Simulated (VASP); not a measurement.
# Ge (Fmmm) in VASP: notebook, part 2 of 2

VASP 6.6.1. The steps go on from the part before.

## Step 3: Single point, r2SCAN

This run uses another cell than the first one, of 19.80 Å³/atom.

File POSCAR:

```
Ge
1.0
    0.0000000000      2.9048514179      5.1495445635
    2.6479180176      0.0000000000      5.1495445635
    2.6479180176      2.9048514179      0.0000000000
Ge
4
Direct
    0.7264900000      0.2735100000      0.7264900000
    0.2735100000      0.7264900000      0.2735100000
    0.2181330000      0.2181330000      0.7818670000
    0.7818670000      0.7818670000      0.2181330000
```

File INCAR.step1:

```
ALGO = Normal
EDIFF = 1E-4
ENCUT = 520
GGA = PE
ISMEAR = -1
LASPH = T
LCHARG = F
LREAL = F
LWAVE = T
NBANDS = 36
NELM = 60
PREC = Accurate
SIGMA = 0.05
```

File INCAR.step2:

```
ALGO = Normal
EDIFF = 1E-6
ENCUT = 520
ISIF = 2
ISMEAR = -1
ISTART = 1
LASPH = T
LCHARG = F
LMIXTAU = T
LREAL = F
LWAVE = F
METAGGA = R2SCAN
NBANDS = 36
NELM = 60
PREC = Accurate
SIGMA = 0.05
```

File KPOINTS:

```
k-points
0
Gamma
  7 7 7
```

Potentials or basis: VASP PAW PBE potentials, release 64 (Ge_d).

The run is started by

```console
cat potpaw_PBE.64/Ge_d/POTCAR > POTCAR
cp INCAR.step1 INCAR
mpirun -np 1 vasp_std > vasp.out
cp INCAR.step2 INCAR
mpirun -np 1 vasp_std > vasp.out
```

OUTCAR:

```text
EDIFF = 1E-6
   ENCUT = 520
   ISIF = 2
   ISMEAR = -1
   ISTART = 1
   LASPH = T
   LREAL = F
   METAGGA = R2SCAN
   NELM = 60
   PREC = Accurate

 ion  position               nearest neighbor table
   1  0.726  0.274  0.726-   2 2.63   2 2.66   2 2.66   3 2.75   4 2.75
   2  0.274  0.726  0.274-   1 2.63   1 2.66   1 2.66   3 2.75   4 2.75
   3  0.218  0.218  0.782-   4 2.73   4 2.73   1 2.75   2 2.75
   4  0.782  0.782  0.218-   3 2.73   3 2.73   1 2.75   2 2.75

  LATTYP: Found a face centered orthorhombic cell.
 ALAT       =     5.2958360352
 B/A-ratio  =     1.0970322339
 C/A-ratio  =     1.9447522655

  Lattice vectors:

 A1 = (   0.0000000000,   2.9048514179,   5.1495445635)
 A2 = (   2.6479180176,   0.0000000000,   5.1495445635)
 A3 = (   2.6479180176,   2.9048514179,   0.0000000000)

Analysis of symmetry for initial positions (statically):
=====================================================================
 Subroutine PRICEL returns:
 Original cell was already a primitive cell.

 Routine SETGRP: Setting up the symmetry group for a
 face centered orthorhombic supercell.

 Subroutine GETGRP returns: Found  8 space group operations
 (whereof  8 operations were pure point group operations)
 out of a pool of  8 trial point group operations.

The static configuration has the point symmetry D_2h.

Analysis of symmetry for dynamics (positions and initial velocities):
=====================================================================
 Subroutine PRICEL returns:
 Original cell was already a primitive cell.

 Routine SETGRP: Setting up the symmetry group for a
 face centered orthorhombic supercell.

 Subroutine GETGRP returns: Found  8 space group operations
 (whereof  8 operations were pure point group operations)
 out of a pool of  8 trial point group operations.

The dynamic configuration has the point symmetry D_2h.

 Subroutine INISYM returns: Found  8 space group operations
 (whereof  8 operations are pure point group operations),
 and found     1 'primitive' translations

----------------------------------------------------------------------------------------

                                     Primitive cell

  volume of cell :      79.2186

  direct lattice vectors                    reciprocal lattice vectors
     0.000000000  2.904851418  5.149544564    -0.188827598  0.172125843  0.097095965
     2.647918018  0.000000000  5.149544564     0.188827598 -0.172125843  0.097095965
     2.647918018  2.904851418  0.000000000     0.188827598  0.172125843 -0.097095965

  length of vectors
     5.912357480  5.790447223  3.930601937     0.273332754  0.273332754  0.273332754

  position of ions in fractional coordinates (direct lattice)
     0.726490000  0.273510000  0.726490000
     0.273510000  0.726490000  0.273510000
     0.218133000  0.218133000  0.781867000
     0.781867000  0.781867000  0.218133000

  ion indices of the primitive-cell ions
   primitive index   ion index
                 1           1
                 2           2
                 3           3
                 4           4

----------------------------------------------------------------------------------------

 KPOINTS: k-points

Automatic generation of k-mesh.
 Grid dimensions read from file:
 generate k-points for:    7    7    7

 Generating k-lattice:

  Cartesian coordinates                     Fractional coordinates (reciprocal lattice)
    -0.026975371  0.024589406  0.013870852     0.142857143  0.000000000  0.000000000
     0.026975371 -0.024589406  0.013870852     0.000000000  0.142857143  0.000000000
     0.026975371  0.024589406 -0.013870852     0.000000000  0.000000000  0.142857143

  Length of vectors
     0.039047536  0.039047536  0.039047536

  Shift w.r.t. Gamma in fractional coordinates (k-lattice)
     0.000000000  0.000000000  0.000000000

 Subroutine IBZKPT returns following result:
 ===========================================

 Found     64 irreducible k-points:

 Following reciprocal coordinates:
            Coordinates               Weight
  0.000000  0.000000  0.000000      1.000000
  0.142857  0.000000  0.000000      8.000000
  0.285714  0.000000  0.000000      8.000000
  0.428571  0.000000 -0.000000      8.000000
  0.142857  0.142857  0.000000      2.000000
  0.285714  0.142857 -0.000000      8.000000
[... 16 lines left out ...]
  0.000000  0.142857  0.142857      2.000000
  0.285714  0.142857  0.142857      4.000000
 [... further k-points ...]
   k-points           NKPTS =     64   k-points in BZ     NKDIM =     64   number of bands    NBANDS=     36
   number of dos      NEDOS =    301   number of ions     NIONS =      4
   total plane-waves  NPLWV =  69120
   dimension x,y,z NGX =    48 NGY =   48 NGZ =   30
   dimension x,y,z NGXF=    96 NGYF=   96 NGZF=   60
   ions per type =               4
   NGX,Y,Z   is equivalent  to a cutoff of  13.50, 13.78, 12.69 a.u.
   NGXF,Y,Z  is equivalent  to a cutoff of  26.99, 27.56, 25.38 a.u.
 SYSTEM =  unknown system
   PREC   = accura    normal or accurate (medium, high low for compatibility)
   ISTART =      1    job   : 0-new  1-cont  2-samecut
   ICHARG =      0    charge: 1-file 2-atom 10-const
   ISPIN  =      1    spin polarized calculation?
   LNONCOLLINEAR =      F non collinear calculations
   LSORBIT =      F    spin-orbit coupling
   LASPH  =      T    aspherical Exc in radial PAW
   ENCUT  =  520.0 eV  38.22 Ry    6.18 a.u.  10.99 10.77  7.31*2*pi/ulx,y,z
   NELM   =     60;   NELMIN=  2; NELMDL=  0     # of ELM steps
   EDIFF  = 0.1E-05   stopping-criterion for ELM
   LREAL  =      F    real-space projection
   EDIFFG = 0.1E-04   stopping-criterion for IOM
   NSW    =      0    number of steps for IOM
   IBRION =     -1    ionic relax: 0-MD 1-quasi-New 2-CG
   NFREE  =      0    steps in history (QN), initial steepest desc. (CG)
   ISIF   =      2    stress and relaxation
   ISYM   =      2    0-nonsym 1-usesym 2-fastsym
   POTIM  = 0.5000    time-step for ionic-motion
   TEBEG  =    0.0;   TEEND  =   0.0 temperature during run
   PSTRESS=    0.0 pullay stress
   NELECT =      56.0000    total number of electrons
   NUPDOWN=      -1.0000    fix difference up-down
   EMIN   =  10.00;   EMAX   =-10.00  energy-range for DOS
   EFERMI =   0.00;   METHOD = LEGACY
   ISMEAR =    -1;   SIGMA  =   0.05  broadening in eV -4-tet -1-fermi 0-gaus
   EFERMI_NEDOS =   21; number of points for ismear=-14 and -15
   IALGO  =     38    algorithm
   IMIX   =      4    mixing-type and parameters
     AMIX     =   0.40;   BMIX     =  1.00
     AMIX_MAG =   1.60;   BMIX_MAG =  1.00
  volume/ion in A,a.u.               =      19.80       133.65
  Fermi-wavevector in a.u.,A,eV,Ry     =   1.458350  2.755882 28.936661  2.126785
  Thomas-Fermi vector in A             =   2.575045
   LORBIT       =      0    0 simple, 1 ext, 2 COOP (PROOUT), +10 PAW based schemes
   METAGGA = R2SCAN    functional components
   LHFCALC =     F    Hartree Fock is set to
   AEXX    =    0.0000 exact exchange contribution
   IVDW    =     0    specifies the selected vdW correction
   LEPSILON=     F    determine dielectric tensor
   LRPA    =     F    only Hartree local field effects (RPA)
 non-spin polarized calculation
  energy-cutoff  :      520.00
  volume of cell :       79.22
 maximum number of plane-waves:      2146
 NGX is ok and might be reduce to    48
   NGX = 21   NGY = 21   NGZ = 15

 number of electron      56.0000007 magnetization

 Free energy of the ion-electron system (eV)
  ---------------------------------------------------
  ext. energy  EPLUGINS =         0.00000000
  ---------------------------------------------------
  free energy    TOTEN  =       -54.00404512 eV

  energy without entropy =      -53.99293377  energy(sigma->0) =      -53.99848945

 E-fermi :   5.9537     XC(G=0): -11.9941

 val. band max:        5.9508073902   @ k =  -0.2857   0.1429  -0.0000
 cond. band min:       5.9723069372   @ k =  -0.4286   0.4286   0.0000
 fundamental gap:      0.0214995470
 Fermi energy:         5.9536941291

 k-point     1 :       0.0000    0.0000    0.0000
  band No.  band energies     occupation
      1     -19.4979      2.00000
      2     -19.4516      2.00000
      3     -19.4161      2.00000
      4     -19.4016      2.00000
      5     -19.4009      2.00000
      6     -19.3995      2.00000
[... 925 lines left out ...]
     35      12.7683      0.00000
     36      13.6022      0.00000

 [... further k-points ...]

------------------------ aborting loop because EDIFF is reached ----------------------------------------

  FORCE on cell =-STRESS in cart. coord.  units (eV):
  Direction    XX          YY          ZZ          XY          YZ          ZX
  --------------------------------------------------------------------------------------
  -------------------------------------------------------------------------------------
  Total       -2.2853870     -1.6840461     -1.6148057      0.0000000      0.0000000      0.0000000
  in kB      -46.2213970    -34.0594220    -32.6590529      0.0000000      0.0000000      0.0000000
  external PRESSURE =     -37.6466240 kB  Pullay stress =       0.0000000 kB

 VOLUME and BASIS-vectors are now :
 -----------------------------------------------------------------------------
  energy-cutoff  :      520.00
  volume of cell :       79.22
      direct lattice vectors                 reciprocal lattice vectors
     0.000000000  2.904851418  5.149544564    -0.188827598  0.172125843  0.097095965
     2.647918018  0.000000000  5.149544564     0.188827598 -0.172125843  0.097095965
     2.647918018  2.904851418  0.000000000     0.188827598  0.172125843 -0.097095965

 POSITION                                       TOTAL-FORCE (eV/Angst)
 -----------------------------------------------------------------------------------
      2.64792      4.22069      5.14954         0.000000     -0.031653      0.000000
      2.64792      1.58901      5.14954         0.000000      0.031653      0.000000
      2.64792      2.90485      2.24657         0.000000      0.000000     -0.061076
      2.64792      2.90485      8.05252         0.000000      0.000000      0.061076
 -----------------------------------------------------------------------------------
    total drift:                                0.000000      0.000000      0.000000

  FREE ENERGIE OF THE ION-ELECTRON SYSTEM (eV)
  ---------------------------------------------------
  free  energy   TOTEN  =       -54.0040451166 eV

  energy  without entropy=      -53.9929337750  energy(sigma->0) =      -53.99848945
```

Wall time 15 min (1 thread of Intel Xeon Platinum 8259CL at 2.50GHz (Skylake/Cascade Lake), shared host); peak memory 0.34 GiB.

Results:

- Free energy: -54.0040 eV
- Pressure: -3.8 GPa
- Largest force: 0.061 eV/Å
- Band gap on the k mesh: zero (bands 28 and 29 overlap by 2.81 eV)

Forces in eV/Å, atoms in the order of the input:
```
Ge   0.000 -0.032  0.000
Ge   0.000  0.032  0.000
Ge   0.000  0.000 -0.061
Ge   0.000  0.000  0.061
```

Caveat: the cell stands under tension; the PAW data sets were made with another functional, which shifts forces and pressure a little.

## Step 4: Single point, r2SCAN

This run uses another cell than the first one, of 20.19 Å³/atom.

File POSCAR:

```
Ge
1.0
    0.0000000000      2.9237146180      5.1829841015
    2.6651127723      0.0000000000      5.1829841015
    2.6651127723      2.9237146180      0.0000000000
Ge
4
Direct
    0.7264900000      0.2735100000      0.7264900000
    0.2735100000      0.7264900000      0.2735100000
    0.2181330000      0.2181330000      0.7818670000
    0.7818670000      0.7818670000      0.2181330000
```

File INCAR.step1:

```
SYSTEM = Ge
PREC     = Accurate       ! precision mode
ENCUT    = 520            ! plane-wave cutoff, eV
ISMEAR   = -1             ! smearing method
SIGMA    = 0.05           ! smearing width, eV
LREAL    = .FALSE.        ! projectors in reciprocal space
LASPH    = .TRUE.         ! aspherical terms in the spheres
NELM     = 60             ! most SCF steps
NBANDS   = 36             ! bands
GGA      = PE             ! functional
ALGO     = Normal         ! electronic algorithm
EDIFF    = 1E-4           ! SCF threshold, eV
LWAVE    = .TRUE.         ! write WAVECAR
LCHARG   = .FALSE.        ! write CHGCAR
```

File INCAR.step2:

```
SYSTEM = Ge
PREC     = Accurate       ! precision mode
ENCUT    = 520            ! plane-wave cutoff, eV
EDIFF    = 1E-7           ! SCF threshold, eV
ISMEAR   = -1             ! smearing method
SIGMA    = 0.05           ! smearing width, eV
LREAL    = .FALSE.        ! projectors in reciprocal space
LASPH    = .TRUE.         ! aspherical terms in the spheres
NELM     = 60             ! most SCF steps
ALGO     = Normal         ! electronic algorithm
ISIF     = 2              ! what is computed and relaxed
LWAVE    = .FALSE.        ! write WAVECAR
LCHARG   = .TRUE.         ! write CHGCAR
METAGGA  = R2SCAN         ! meta-GGA
LMIXTAU  = .TRUE.       
LELF     = .TRUE.         ! ELF
LVHAR    = .TRUE.       
NBANDS   = 36             ! bands
ISTART   = 1
```

File KPOINTS:

```
regular mesh
0
G
  7 7 7
  0 0 0
```

The run is started by

```console
cat potpaw_PBE.64/Ge_d/POTCAR > POTCAR
cp INCAR.step1 INCAR
mpirun -np 1 vasp_std > vasp.out
cp INCAR.step2 INCAR
mpirun -np 1 vasp_std > vasp.out
```

Wall time 20 min (1 thread of Intel Xeon Platinum 8259CL at 2.50GHz (Skylake/Cascade Lake), shared host); peak memory 0.35 GiB.

Results (log left out):

* Free energy: -53.9629 eV
* Pressure: -4.8 GPa
* Largest force: 0.075 eV/Å
* Band gap on the k mesh: zero (bands 28 and 29 overlap by 2.77 eV)

Forces on the atoms (eV/Å):
```
Ge   0.000 -0.040  0.000
Ge   0.000  0.040  0.000
Ge   0.000  0.000 -0.075
Ge   0.000  0.000  0.075
```

Stress tensor (GPa, compression positive):
```
-5.75  0.00  0.00
 0.00 -4.53  0.00
 0.00  0.00 -4.19
```

Levels at points of the mesh, in eV from the Fermi level:
| k point | band 26 | band 27 | band 28 | band 29 | band 30 | band 31 |
| --- | --- | --- | --- | --- | --- | --- |
| (0.00, 0.00, 0.00) | -2.38 | -2.02 | -1.89 | -1.62 | 3.45 | 4.17 |

Caveat: the cell stands under tension; the PAW data sets were made with another functional, which shifts forces and pressure a little.

## Step 5: Overview

```csv
cell,gap on the mesh (eV),pressure (GPa),largest force (eV/Å)
"a = 5.873, b = 5.752, c = 3.905 Å, angles 72.1, 68.7, 39.2°, 4 atoms",none,-2.5,0.05
"a = 5.912, b = 5.790, c = 3.931 Å, angles 72.1, 68.7, 39.2°, 4 atoms",none,-3.8,0.06
"a = 5.951, b = 5.828, c = 3.956 Å, angles 72.1, 68.7, 39.2°, 4 atoms",none,-4.8,0.08
```

Alike in all rows: task single point; level r2SCAN; potentials or basis VASP PAW PBE potentials, release 64 (Ge_d); no spin polarisation; k mesh 7 × 7 × 7; cutoff (eV) 520; smearing fermi-dirac 0.05 eV.

Caveats: the PAW data sets were made with another functional, which shifts forces and pressure a little; the cell stands under tension (at least some runs).

Total energies depend on the potentials used, so only differences within one code and one set of settings carry meaning.

The gap in the log of VASP goes by the Fermi energy; the results here count the filled bands.